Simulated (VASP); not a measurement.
# Cd (I4/mmm) in VASP: a series of runs

Cd is run at these levels: PBE; tasks: single point.

All numbers are computed with VASP 6.6.1; they aren't measurements. Logs are shortened: lines on timing, memory, paths and dates and some standing lists are left out, and cuts for length are marked.

**1. The cell of the first run**

It takes space group I4/mmm (No. 139, tetragonal). Conventional cell: a = 3.315 Å, b = 3.315 Å, c = 4.508 Å, α = 90.00°, β = 90.00°, γ = 90.00°. Within 4.3 Å of Cd (site symmetry 4/mmm) lie 12 Cd at 3.25 to 3.32 Å.

**2. Single point, PBE (normal strain along x +0.0400, normal strain along y +0.0400)**

The input, INCAR:

```
  ALGO = Fast
  EDIFF = 1E-7
  ENCUT = 520
  GGA = PE
  ISIF = 2
  ISMEAR = 0
  LASPH = True
  LCHARG = True
  LELF = True
  LREAL = False
  LVHAR = True
  LWAVE = False
  NBANDS = 12
  NELM = 80
  PREC = Accurate
  SIGMA = 0.15
```

The input, KPOINTS:

```
k-points
0
Gamma
  18 18 18
```

The input, POSCAR:

```
Cd
1.0
    0.0000000000      2.3443196358      2.2541534960
    2.3443196358      0.0000000000      2.2541534960
    2.3443196358      2.3443196358      0.0000000000
Cd
1
Direct
    0.0000000000      0.0000000000      0.0000000000
```

Potentials or basis: VASP PAW PBE potentials, release 64 (Cd).

Run with:

```console
cat potpaw_PBE.64/Cd/POTCAR > POTCAR
mpirun -np 1 vasp_std > vasp.out
```

OUTCAR:

```text
EDIFF = 1E-7
   ENCUT = 520
   GGA = PE
   ISIF = 2
   ISMEAR = 0
   LASPH = True
   LREAL = False
   NELM = 80
   PREC = Accurate

 ion  position               nearest neighbor table
   1  0.000  0.000  0.000-

  LATTYP: Found a body centered tetragonal cell.
 ALAT       =     3.3153686235
 C/A-ratio  =     1.3598207331

  Lattice vectors:

 A1 = (   0.0000000000,  -2.3443196358,  -2.2541534960)
 A2 = (   0.0000000000,   2.3443196358,  -2.2541534960)
 A3 = (   2.3443196358,   0.0000000000,   2.2541534960)

Analysis of symmetry for initial positions (statically):
=====================================================================
 Subroutine PRICEL returns:
 Original cell was already a primitive cell.

 Routine SETGRP: Setting up the symmetry group for a
 body centered tetragonal supercell.

 Subroutine GETGRP returns: Found 16 space group operations
 (whereof 16 operations were pure point group operations)
 out of a pool of 16 trial point group operations.

The static configuration has the point symmetry D_4h.

Analysis of symmetry for dynamics (positions and initial velocities):
=====================================================================
 Subroutine PRICEL returns:
 Original cell was already a primitive cell.

 Routine SETGRP: Setting up the symmetry group for a
 body centered tetragonal supercell.

 Subroutine GETGRP returns: Found 16 space group operations
 (whereof 16 operations were pure point group operations)
 out of a pool of 16 trial point group operations.

The dynamic configuration has the point symmetry D_4h.

 Subroutine INISYM returns: Found 16 space group operations
 (whereof 16 operations are pure point group operations),
 and found     1 'primitive' translations

----------------------------------------------------------------------------------------

                                     Primitive cell

  volume of cell :      24.7769

  direct lattice vectors                    reciprocal lattice vectors
     0.000000000  2.344319636  2.254153496    -0.213281496  0.213281496  0.221812756
     2.344319636  0.000000000  2.254153496     0.213281496 -0.213281496  0.221812756
     2.344319636  2.344319636  0.000000000     0.213281496  0.213281496 -0.221812756

  length of vectors
     3.252236544  3.252236544  3.315368623     0.374404717  0.374404717  0.374404717

  position of ions in fractional coordinates (direct lattice)
     0.000000000  0.000000000  0.000000000

  ion indices of the primitive-cell ions
   primitive index   ion index
                 1           1

----------------------------------------------------------------------------------------

 KPOINTS: k-points

Automatic generation of k-mesh.
 Grid dimensions read from file:
 generate k-points for:   18   18   18

 Generating k-lattice:

  Cartesian coordinates                     Fractional coordinates (reciprocal lattice)
    -0.011848972  0.011848972  0.012322931     0.055555556  0.000000000  0.000000000
     0.011848972 -0.011848972  0.012322931     0.000000000  0.055555556  0.000000000
     0.011848972  0.011848972 -0.012322931    -0.000000000 -0.000000000  0.055555556

  Length of vectors
     0.020800262  0.020800262  0.020800262

  Shift w.r.t. Gamma in fractional coordinates (k-lattice)
     0.000000000  0.000000000  0.000000000

 Subroutine IBZKPT returns following result:
 ===========================================

 Found    480 irreducible k-points:

 Following reciprocal coordinates:
            Coordinates               Weight
  0.000000  0.000000  0.000000      1.000000
  0.055556 -0.000000  0.000000      8.000000
  0.111111 -0.000000  0.000000      8.000000
  0.166667  0.000000  0.000000      8.000000
  0.222222  0.000000  0.000000      8.000000
  0.277778 -0.000000  0.000000      8.000000
[... 16 lines left out ...]
 -0.277778  0.055556  0.000000      8.000000
 -0.222222  0.055556  0.000000      8.000000
 [... further k-points ...]
   k-points           NKPTS =    480   k-points in BZ     NKDIM =    480   number of bands    NBANDS=     12
   number of dos      NEDOS =    301   number of ions     NIONS =      1
   total plane-waves  NPLWV =  16128
   dimension x,y,z NGX =    24 NGY =   24 NGZ =   28
   dimension x,y,z NGXF=    48 NGYF=   48 NGZF=   56
   ions per type =               1
   NGX,Y,Z   is equivalent  to a cutoff of  12.27, 12.27, 14.04 a.u.
   NGXF,Y,Z  is equivalent  to a cutoff of  24.54, 24.54, 28.08 a.u.
 SYSTEM =  unknown system
   PREC   = accura    normal or accurate (medium, high low for compatibility)
   ISTART =      0    job   : 0-new  1-cont  2-samecut
   ICHARG =      2    charge: 1-file 2-atom 10-const
   ISPIN  =      1    spin polarized calculation?
   LNONCOLLINEAR =      F non collinear calculations
   LSORBIT =      F    spin-orbit coupling
   LASPH  =      T    aspherical Exc in radial PAW
   ENCUT  =  520.0 eV  38.22 Ry    6.18 a.u.   6.05  6.05  6.16*2*pi/ulx,y,z
   NELM   =     80;   NELMIN=  2; NELMDL= -5     # of ELM steps
   EDIFF  = 0.1E-06   stopping-criterion for ELM
   LREAL  =      F    real-space projection
   EDIFFG = 0.1E-05   stopping-criterion for IOM
   NSW    =      0    number of steps for IOM
   IBRION =     -1    ionic relax: 0-MD 1-quasi-New 2-CG
   NFREE  =      0    steps in history (QN), initial steepest desc. (CG)
   ISIF   =      2    stress and relaxation
   ISYM   =      2    0-nonsym 1-usesym 2-fastsym
   POTIM  = 0.5000    time-step for ionic-motion
   TEBEG  =    0.0;   TEEND  =   0.0 temperature during run
   PSTRESS=    0.0 pullay stress
   NELECT =      12.0000    total number of electrons
   NUPDOWN=      -1.0000    fix difference up-down
   EMIN   =  10.00;   EMAX   =-10.00  energy-range for DOS
   EFERMI =   0.00;   METHOD = LEGACY
   ISMEAR =     0;   SIGMA  =   0.15  broadening in eV -4-tet -1-fermi 0-gaus
   EFERMI_NEDOS =   21; number of points for ismear=-14 and -15
   IALGO  =     68    algorithm
   IMIX   =      4    mixing-type and parameters
     AMIX     =   0.40;   BMIX     =  1.00
     AMIX_MAG =   1.60;   BMIX_MAG =  1.00
  volume/ion in A,a.u.               =      24.78       167.20
  Fermi-wavevector in a.u.,A,eV,Ry     =   1.285640  2.429508 22.488681  1.652871
  Thomas-Fermi vector in A             =   2.417763
   LORBIT       =      0    0 simple, 1 ext, 2 COOP (PROOUT), +10 PAW based schemes
   GGA     = PE    functional components
   LHFCALC =     F    Hartree Fock is set to
   AEXX    =    0.0000 exact exchange contribution
   IVDW    =     0    specifies the selected vdW correction
   LEPSILON=     F    determine dielectric tensor
   LRPA    =     F    only Hartree local field effects (RPA)
 non-spin polarized calculation
 RMM-DIIS sequential band-by-band and
 Gauss-broadening in eV      SIGMA  =   0.15
  energy-cutoff  :      520.00
  volume of cell :       24.78
 maximum number of plane-waves:       680
   NGX = 13   NGY = 13   NGZ = 13

 number of electron      12.0000003 magnetization

 Free energy of the ion-electron system (eV)
  ---------------------------------------------------
  ext. energy  EPLUGINS =         0.00000000
  ---------------------------------------------------
  free energy    TOTEN  =        -0.72491372 eV

  energy without entropy =       -0.72025432  energy(sigma->0) =       -0.72258402

 E-fermi :   1.9432     XC(G=0): -10.3314

 val. band max:        1.9368987095   @ k =   0.5000   0.0556   0.1111
 cond. band min:       1.9466435612   @ k =  -0.4444   0.5000   0.0556
 fundamental gap:      0.0097448517
 Fermi energy:         1.9431739508

 k-point     1 :       0.0000    0.0000    0.0000
  band No.  band energies     occupation
      1      -6.8856      2.00000
      2      -6.8856      2.00000
      3      -6.7899      2.00000
      4      -6.5577      2.00000
      5      -6.4713      2.00000
      6      -5.9153      2.00000
      7      15.4308      0.00000
      8      15.6403      0.00000
      9      15.7152      0.00000
     10      15.7152      0.00000
     11      18.8687      0.00000
     12      18.9426      0.00000

 k-point     2 :       0.0556   -0.0000    0.0000
  band No.  band energies     occupation
      1      -6.8849      2.00000
      2      -6.8752      2.00000
      3      -6.7858      2.00000
      4      -6.5587      2.00000
      5      -6.4747      2.00000
      6      -5.8430      2.00000
      7      14.5348      0.00000
      8      15.4669      0.00000
      9      15.5619      0.00000
     10      15.5700      0.00000
     11      19.1085      0.00000
     12      19.1837      0.00000

 k-point     3 :       0.1111   -0.0000    0.0000
  band No.  band energies     occupation
      1      -6.8932      2.00000
      2      -6.8491      2.00000
      3      -6.7716      2.00000
      4      -6.5576      2.00000
      5      -6.4819      2.00000
      6      -5.6202      2.00000
      7      12.6204      0.00000
      8      15.1967      0.00000
      9      15.2333      0.00000
     10      15.5145      0.00000
     11      19.4401      0.00000
     12      19.6819      0.00000
[... 286 lines left out ...]
 k-point    23 :      -0.2778    0.0556    0.0000
  band No.  band energies     occupation
      1      -7.0433      2.00000
      2      -6.8175      2.00000
      3      -6.7529      2.00000
      4      -6.4434      2.00000
      5      -6.3786      2.00000
      6      -3.6787      2.00000
      7       6.2803      0.00000
      8      12.9043      0.00000
      9      14.4553      0.00000
     10      15.1148      0.00000
     11      17.4200      0.00000
     12      17.6506      0.00000

 k-point    24 :      -0.2222    0.0556    0.0000
  band No.  band energies     occupation
      1      -6.9874      2.00000
      2      -6.8002      2.00000
      3      -6.7366      2.00000
      4      -6.5223      2.00000
      5      -6.4272      2.00000
      6      -4.4266      2.00000
      7       8.1351      0.00000
      8      13.0555      0.00000
      9      15.0620      0.00000
     10      15.5385      0.00000
     11      17.7469      0.00000
     12      17.8573      0.00000

 [... further k-points ...]
[... 5 lines left out ...]
  --------------------------------------------------------------------------------------
  -------------------------------------------------------------------------------------
  Total       -0.4207128     -0.4207128     -0.3125812      0.0000000      0.0000000      0.0000000
  in kB      -27.2050250    -27.2050250    -20.2127911      0.0000000      0.0000000      0.0000000
  external PRESSURE =     -24.8742804 kB  Pullay stress =       0.0000000 kB

 VOLUME and BASIS-vectors are now :
 -----------------------------------------------------------------------------
  energy-cutoff  :      520.00
  volume of cell :       24.78
      direct lattice vectors                 reciprocal lattice vectors
     0.000000000  2.344319636  2.254153496    -0.213281496  0.213281496  0.221812756
     2.344319636  0.000000000  2.254153496     0.213281496 -0.213281496  0.221812756
     2.344319636  2.344319636  0.000000000     0.213281496  0.213281496 -0.221812756

 POSITION                                       TOTAL-FORCE (eV/Angst)
 -----------------------------------------------------------------------------------
      0.00000      0.00000      0.00000         0.000000     -0.000000      0.000000
 -----------------------------------------------------------------------------------
    total drift:                               -0.000000     -0.000000      0.000000

  FREE ENERGIE OF THE ION-ELECTRON SYSTEM (eV)
  ---------------------------------------------------
  free  energy   TOTEN  =        -0.7249137206 eV

  energy  without entropy=       -0.7202543214  energy(sigma->0) =       -0.72258402
```

Wall time 36 s (1 thread of Intel Xeon 6975P-C (Granite Rapids), shared host); peak memory 0.25 GiB.

Results:

```yaml
Free_energy: -0.7249 eV
Pressure: -2.5 GPa
Band_gap_on_the_k_mesh: zero (bands 6 and 7 overlap by 3.13 eV)
```

Caveat: the cell differs from its parent crystal (normal strain along x +0.0400, normal strain along y +0.0400).

(Part 1 of 2 ends here.)
